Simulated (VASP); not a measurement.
# TePb (Fm-3m) in VASP: a series of runs

Runs on TePb. Level: PBE. Tasks: single point.

Everything below comes from runs of VASP 6.6.1. Logs are shortened: lines on timing, memory, paths and dates and some standing lists are left out, and cuts for length are marked.

## (1) The cell of the first run

The structure is cubic, space group Fm-3m (No. 225). The conventional cell has a = 6.570 Å, b = 6.570 Å, c = 6.570 Å, α = 90.00°, β = 90.00°, γ = 90.00°. Te (site symmetry m-3m) has 6 Pb at 3.28 Å within 4.3 Å. Pb (site symmetry m-3m) has 6 Te at 3.28 Å within 4.3 Å.

## (2) Single point, PBE

INCAR reads:

```
SYSTEM = TePb
PREC = Accurate ; ENCUT = 520
EDIFF = 1E-7 ; ISMEAR = 0
SIGMA = 0.02 ; LREAL = .FALSE.
LASPH = .TRUE. ; NELM = 80
ALGO = Normal ; ISIF = 2
LWAVE = .FALSE. ; LCHARG = .FALSE.
GGA = PE ; NBANDS = 17
```

KPOINTS reads:

```
Automatic mesh
0
G
  6 6 6
  0 0 0
```

POSCAR reads:

```
TePb
1.0
    0.0000000000      3.2847785960      3.2847785960
    3.2847785960      0.0000000000      3.2847785960
    3.2847785960      3.2847785960      0.0000000000
Te Pb
1 1
Direct
    0.0000000000      0.0000000000      0.0000000000
    0.5000000000      0.5000000000      0.5000000000
```

Potentials or basis: VASP PAW PBE potentials, release 64 (Te, Pb_d).

On the command line:

```sh
$ cat potpaw_PBE.64/Te/POTCAR potpaw_PBE.64/Pb_d/POTCAR > POTCAR
$ mpirun -np 1 vasp_std > vasp.out
```

OUTCAR:

```text
SYSTEM = TePb
   PREC = Accurate
   ENCUT = 520
   EDIFF = 1E-7
   ISMEAR = 0
   LREAL = .FALSE.
   LASPH = .TRUE.
   NELM = 80
   ISIF = 2
   GGA = PE

 ion  position               nearest neighbor table
   1  0.000  0.000  0.000-   2 3.28   2 3.28   2 3.28   2 3.28   2 3.28   2 3.28
   2  0.500  0.500  0.500-   1 3.28   1 3.28   1 3.28   1 3.28   1 3.28   1 3.28

  LATTYP: Found a face centered cubic cell.
 ALAT       =     6.5695571920

  Lattice vectors:

 A1 = (   0.0000000000,   3.2847785960,   3.2847785960)
 A2 = (   3.2847785960,   0.0000000000,   3.2847785960)
 A3 = (   3.2847785960,   3.2847785960,   0.0000000000)

Analysis of symmetry for initial positions (statically):
=====================================================================
 Subroutine PRICEL returns:
 Original cell was already a primitive cell.

 Routine SETGRP: Setting up the symmetry group for a
 face centered cubic supercell.

 Subroutine GETGRP returns: Found 48 space group operations
 (whereof 48 operations were pure point group operations)
 out of a pool of 48 trial point group operations.

The static configuration has the point symmetry O_h .

Analysis of symmetry for dynamics (positions and initial velocities):
=====================================================================
 Subroutine PRICEL returns:
 Original cell was already a primitive cell.

 Routine SETGRP: Setting up the symmetry group for a
 face centered cubic supercell.

 Subroutine GETGRP returns: Found 48 space group operations
 (whereof 48 operations were pure point group operations)
 out of a pool of 48 trial point group operations.

The dynamic configuration has the point symmetry O_h .

 Subroutine INISYM returns: Found 48 space group operations
 (whereof 48 operations are pure point group operations),
 and found     1 'primitive' translations

----------------------------------------------------------------------------------------

                                     Primitive cell

  volume of cell :      70.8840

  direct lattice vectors                    reciprocal lattice vectors
     0.000000000  3.284778596  3.284778596    -0.152217261  0.152217261  0.152217261
     3.284778596  0.000000000  3.284778596     0.152217261 -0.152217261  0.152217261
     3.284778596  3.284778596  0.000000000     0.152217261  0.152217261 -0.152217261

  length of vectors
     4.645378440  4.645378440  4.645378440     0.263648029  0.263648029  0.263648029

  position of ions in fractional coordinates (direct lattice)
     0.000000000  0.000000000  0.000000000
     0.500000000  0.500000000  0.500000000

  ion indices of the primitive-cell ions
   primitive index   ion index
                 1           1
                 2           2

----------------------------------------------------------------------------------------

 KPOINTS: Automatic mesh

Automatic generation of k-mesh.
 Grid dimensions read from file:
 generate k-points for:    6    6    6

 Generating k-lattice:

  Cartesian coordinates                     Fractional coordinates (reciprocal lattice)
    -0.025369543  0.025369543  0.025369543     0.166666667  0.000000000  0.000000000
     0.025369543 -0.025369543  0.025369543     0.000000000  0.166666667  0.000000000
     0.025369543  0.025369543 -0.025369543     0.000000000  0.000000000  0.166666667

  Length of vectors
     0.043941338  0.043941338  0.043941338

  Shift w.r.t. Gamma in fractional coordinates (k-lattice)
     0.000000000  0.000000000  0.000000000

 Subroutine IBZKPT returns following result:
 ===========================================

 Found     16 irreducible k-points:

 Following reciprocal coordinates:
            Coordinates               Weight
  0.000000  0.000000  0.000000      1.000000
  0.166667  0.000000  0.000000      8.000000
  0.333333  0.000000  0.000000      8.000000
  0.500000  0.000000  0.000000      4.000000
  0.166667  0.166667  0.000000      6.000000
  0.333333  0.166667  0.000000     24.000000
[... 8 lines left out ...]
 -0.333333  0.333333  0.166667     24.000000
 -0.333333  0.500000  0.166667     12.000000
   k-points           NKPTS =     16   k-points in BZ     NKDIM =     16   number of bands    NBANDS=     17
   number of dos      NEDOS =    301   number of ions     NIONS =      2
   total plane-waves  NPLWV =  46656
   dimension x,y,z NGX =    36 NGY =   36 NGZ =   36
   dimension x,y,z NGXF=    72 NGYF=   72 NGZF=   72
   ions per type =               1   1
   NGX,Y,Z   is equivalent  to a cutoff of  12.88, 12.88, 12.88 a.u.
   NGXF,Y,Z  is equivalent  to a cutoff of  25.77, 25.77, 25.77 a.u.
 SYSTEM =  TePb
   PREC   = accura    normal or accurate (medium, high low for compatibility)
   ISTART =      0    job   : 0-new  1-cont  2-samecut
   ICHARG =      2    charge: 1-file 2-atom 10-const
   ISPIN  =      1    spin polarized calculation?
   LNONCOLLINEAR =      F non collinear calculations
   LSORBIT =      F    spin-orbit coupling
   LASPH  =      T    aspherical Exc in radial PAW
   ENCUT  =  520.0 eV  38.22 Ry    6.18 a.u.   8.64  8.64  8.64*2*pi/ulx,y,z
   NELM   =     80;   NELMIN=  2; NELMDL= -5     # of ELM steps
   EDIFF  = 0.1E-06   stopping-criterion for ELM
   LREAL  =      F    real-space projection
   EDIFFG = 0.1E-05   stopping-criterion for IOM
   NSW    =      0    number of steps for IOM
   IBRION =     -1    ionic relax: 0-MD 1-quasi-New 2-CG
   NFREE  =      0    steps in history (QN), initial steepest desc. (CG)
   ISIF   =      2    stress and relaxation
   ISYM   =      2    0-nonsym 1-usesym 2-fastsym
   POTIM  = 0.5000    time-step for ionic-motion
   TEBEG  =    0.0;   TEEND  =   0.0 temperature during run
   PSTRESS=    0.0 pullay stress
   NELECT =      20.0000    total number of electrons
   NUPDOWN=      -1.0000    fix difference up-down
   EMIN   =  10.00;   EMAX   =-10.00  energy-range for DOS
   EFERMI =   0.00;   METHOD = LEGACY
   ISMEAR =     0;   SIGMA  =   0.02  broadening in eV -4-tet -1-fermi 0-gaus
   EFERMI_NEDOS =   21; number of points for ismear=-14 and -15
   IALGO  =     38    algorithm
   IMIX   =      4    mixing-type and parameters
     AMIX     =   0.40;   BMIX     =  1.00
     AMIX_MAG =   1.60;   BMIX_MAG =  1.00
  volume/ion in A,a.u.               =      35.44       239.17
  Fermi-wavevector in a.u.,A,eV,Ry     =   1.073747  2.029088 15.686608  1.152933
  Thomas-Fermi vector in A             =   2.209556
   LORBIT       =      0    0 simple, 1 ext, 2 COOP (PROOUT), +10 PAW based schemes
   GGA     = PE    functional components
   LHFCALC =     F    Hartree Fock is set to
   AEXX    =    0.0000 exact exchange contribution
   IVDW    =     0    specifies the selected vdW correction
   LEPSILON=     F    determine dielectric tensor
   LRPA    =     F    only Hartree local field effects (RPA)
 non-spin polarized calculation
 Gauss-broadening in eV      SIGMA  =   0.02
  energy-cutoff  :      520.00
  volume of cell :       70.88
 maximum number of plane-waves:      1932
 NGX is ok and might be reduce to    36
   NGX = 17   NGY = 17   NGZ = 17

 number of electron      19.9999999 magnetization

 Free energy of the ion-electron system (eV)
  ---------------------------------------------------
  ext. energy  EPLUGINS =         0.00000000
  ---------------------------------------------------
  free energy    TOTEN  =        -7.52388537 eV

  energy without entropy =       -7.52388537  energy(sigma->0) =       -7.52388537

 E-fermi :   5.1530     XC(G=0):  -9.0793

 val. band max:        4.9931517793   @ k =   0.5000   0.0000   0.0000
 cond. band min:       5.8254311459   @ k =   0.5000   0.0000   0.0000
 fundamental gap:      0.8322793666
 Fermi energy:         5.1529502142

 k-point     1 :       0.0000    0.0000    0.0000
  band No.  band energies     occupation
      1     -11.6501      2.00000
      2     -11.6501      2.00000
      3     -11.6445      2.00000
      4     -11.6445      2.00000
      5     -11.6445      2.00000
      6      -6.6198      2.00000
[... 9 lines left out ...]
     16      10.9082      0.00000
     17      12.4035      0.00000

 k-point     2 :       0.1667    0.0000    0.0000
  band No.  band energies     occupation
      1     -11.6527      2.00000
      2     -11.6527      2.00000
      3     -11.6438      2.00000
      4     -11.6412      2.00000
      5     -11.6412      2.00000
      6      -6.4000      2.00000
[... 9 lines left out ...]
     16      11.3952      0.00000
     17      13.8769      0.00000

 k-point     3 :       0.3333    0.0000    0.0000
  band No.  band energies     occupation
      1     -11.6587      2.00000
      2     -11.6587      2.00000
      3     -11.6427      2.00000
      4     -11.6339      2.00000
      5     -11.6339      2.00000
      6      -5.8058      2.00000
[... 9 lines left out ...]
     16      12.7104      0.00000
     17      15.7489      0.00000

 k-point     4 :       0.5000    0.0000    0.0000
  band No.  band energies     occupation
      1     -11.6618      2.00000
      2     -11.6618      2.00000
      3     -11.6422      2.00000
      4     -11.6302      2.00000
      5     -11.6302      2.00000
      6      -5.3113      2.00000
[... 9 lines left out ...]
     16      14.2561      0.00000
     17      14.2561      0.00000

 k-point     5 :       0.1667    0.1667    0.0000
  band No.  band energies     occupation
      1     -11.6588      2.00000
      2     -11.6478      2.00000
      3     -11.6464      2.00000
      4     -11.6395      2.00000
      5     -11.6395      2.00000
      6      -6.3286      2.00000
[... 9 lines left out ...]
     16      12.1759      0.00000
     17      12.9113      0.00000

 k-point     6 :       0.3333    0.1667    0.0000
  band No.  band energies     occupation
      1     -11.6672      2.00000
      2     -11.6503      2.00000
      3     -11.6457      2.00000
      4     -11.6349      2.00000
      5     -11.6326      2.00000
      6      -5.8647      2.00000
[... 9 lines left out ...]
     16      13.4726      0.00000
     17      14.5430      0.00000

 k-point     7 :       0.5000    0.1667    0.0000
  band No.  band energies     occupation
      1     -11.6697      2.00000
      2     -11.6562      2.00000
      3     -11.6414      2.00000
      4     -11.6329      2.00000
      5     -11.6290      2.00000
      6      -5.2763      2.00000
[... 9 lines left out ...]
     16      14.4239      0.00000
     17      14.8539      0.00000

 k-point     8 :      -0.3333    0.1667    0.0000
  band No.  band energies     occupation
      1     -11.6640      2.00000
      2     -11.6591      2.00000
      3     -11.6401      2.00000
      4     -11.6329      2.00000
      5     -11.6327      2.00000
      6      -5.4382      2.00000
[... 9 lines left out ...]
     16      13.7544      0.00000
     17      15.1394      0.00000

 k-point     9 :      -0.1667    0.1667    0.0000
  band No.  band energies     occupation
      1     -11.6572      2.00000
      2     -11.6555      2.00000
      3     -11.6429      2.00000
      4     -11.6389      2.00000
      5     -11.6355      2.00000
      6      -6.0538      2.00000
[... 9 lines left out ...]
     16      13.1763      0.00000
     17      13.4239      0.00000

 k-point    10 :       0.3333    0.3333    0.0000
  band No.  band energies     occupation
      1     -11.6826      2.00000
      2     -11.6503      2.00000
      3     -11.6433      2.00000
      4     -11.6290      2.00000
      5     -11.6290      2.00000
      6      -5.5932      2.00000
[... 9 lines left out ...]
     16      14.0900      0.00000
     17      14.8525      0.00000

 k-point    11 :       0.5000    0.3333    0.0000
  band No.  band energies     occupation
      1     -11.6877      2.00000
      2     -11.6483      2.00000
      3     -11.6456      2.00000
      4     -11.6273      2.00000
      5     -11.6257      2.00000
      6      -5.1758      2.00000
[... 9 lines left out ...]
     16      15.0491      0.00000
     17      15.7394      0.00000

 k-point    12 :      -0.3333    0.3333    0.0000
  band No.  band energies     occupation
      1     -11.6781      2.00000
      2     -11.6527      2.00000
      3     -11.6405      2.00000
      4     -11.6325      2.00000
      5     -11.6284      2.00000
      6      -5.0606      2.00000
[... 9 lines left out ...]
     16      13.4303      0.00000
     17      15.2154      0.00000

 k-point    13 :       0.5000    0.5000    0.0000
  band No.  band energies     occupation
      1     -11.6973      2.00000
      2     -11.6523      2.00000
      3     -11.6411      2.00000
      4     -11.6234      2.00000
      5     -11.6234      2.00000
      6      -5.1100      2.00000
[... 9 lines left out ...]
     16      15.6184      0.00000
     17      15.9457      0.00000

 k-point    14 :       0.5000    0.3333    0.1667
  band No.  band energies     occupation
      1     -11.6753      2.00000
      2     -11.6513      2.00000
      3     -11.6442      2.00000
      4     -11.6318      2.00000
      5     -11.6292      2.00000
      6      -5.3906      2.00000
[... 9 lines left out ...]
     16      14.0678      0.00000
     17      14.4793      0.00000

 k-point    15 :      -0.3333    0.3333    0.1667
  band No.  band energies     occupation
      1     -11.6776      2.00000
      2     -11.6535      2.00000
      3     -11.6384      2.00000
      4     -11.6366      2.00000
      5     -11.6262      2.00000
      6      -5.0601      2.00000
[... 9 lines left out ...]
     16      15.2331      0.00000
     17      15.3769      0.00000

 k-point    16 :      -0.3333    0.5000    0.1667
  band No.  band energies     occupation
      1     -11.6874      2.00000
      2     -11.6478      2.00000
      3     -11.6454      2.00000
      4     -11.6310      2.00000
      5     -11.6234      2.00000
      6      -5.0070      2.00000
[... 9 lines left out ...]
     16      15.5274      0.00000
     17      16.4118      0.00000

------------------------ aborting loop because EDIFF is reached ----------------------------------------

  FORCE on cell =-STRESS in cart. coord.  units (eV):
  Direction    XX          YY          ZZ          XY          YZ          ZX
  --------------------------------------------------------------------------------------
  -------------------------------------------------------------------------------------
  Total       -0.0180009     -0.0180009     -0.0180009      0.0000000     -0.0000000      0.0000000
  in kB       -0.4068705     -0.4068705     -0.4068705      0.0000000     -0.0000000      0.0000000
  external PRESSURE =      -0.4068705 kB  Pullay stress =       0.0000000 kB

 VOLUME and BASIS-vectors are now :
 -----------------------------------------------------------------------------
  energy-cutoff  :      520.00
  volume of cell :       70.88
      direct lattice vectors                 reciprocal lattice vectors
     0.000000000  3.284778596  3.284778596    -0.152217261  0.152217261  0.152217261
     3.284778596  0.000000000  3.284778596     0.152217261 -0.152217261  0.152217261
     3.284778596  3.284778596  0.000000000     0.152217261  0.152217261 -0.152217261

 POSITION                                       TOTAL-FORCE (eV/Angst)
 -----------------------------------------------------------------------------------
      0.00000      0.00000      0.00000         0.000000     -0.000000     -0.000000
      3.28478      3.28478      3.28478        -0.000000      0.000000      0.000000
 -----------------------------------------------------------------------------------
    total drift:                                0.000000      0.000000      0.000000

  FREE ENERGIE OF THE ION-ELECTRON SYSTEM (eV)
  ---------------------------------------------------
  free  energy   TOTEN  =        -7.5238853658 eV

  energy  without entropy=       -7.5238853658  energy(sigma->0) =       -7.52388537
```

It took 24 s on 1 thread of AMD EPYC 7R43 (Zen 3), shared host; peak memory 0.17 GiB.

What came out:

* Free energy: -7.5239 eV
* Pressure: 0.0 GPa
* Band gap on the k mesh: 0.83 eV, direct

Caveat: spin-orbit coupling is left out, which moves the levels of the heavy elements. A k mesh can miss the band edges.

## (3) Single point, PBE

INCAR reads:

```
PREC = Accurate ; ENCUT = 520
EDIFF = 1E-6 ; ISMEAR = 0
SIGMA = 0.02 ; LREAL = F
LASPH = T ; NELM = 100
ALGO = Normal ; ISIF = 2
LWAVE = F ; LCHARG = F
GGA = PE ; NBANDS = 17
```

KPOINTS reads:

```
Automatic mesh
0
Gamma
  6 6 6
```

POSCAR is that of step 2.

Potentials or basis: VASP PAW PBE potentials, release 64 (Te, Pb_d).

On the command line:

```sh
$ cat potpaw_PBE.64/Te/POTCAR potpaw_PBE.64/Pb_d/POTCAR > POTCAR
$ mpirun -np 1 vasp_std > vasp.out
```

Run time: 19 s. Hardware: 1 thread of AMD EPYC 7R43 (Zen 3), shared host; peak memory 0.17 GiB.

The run converged. Its results:

- Free energy: -7.5239 eV
- Pressure: -0.1 GPa
- Band gap on the k mesh: 0.83 eV, direct

Levels at points of the mesh, in eV from the valence-band top:
```
           k point  band 7  band 8  band 9  band 10  band 11  band 12  band 13  band 14
(0.00, 0.00, 0.00)   -5.71   -1.15   -1.15    -1.15     4.03     4.03     4.03     5.92
(0.50, 0.00, 0.00)   -8.33   -0.73   -0.73     0.00     0.83     1.40     1.40     8.34
(0.50, 0.50, 0.00)   -7.21   -4.11   -2.51    -2.51     3.51     5.30     5.30     6.43
```

Caveat: spin-orbit coupling is left out, which moves the levels of the heavy elements.
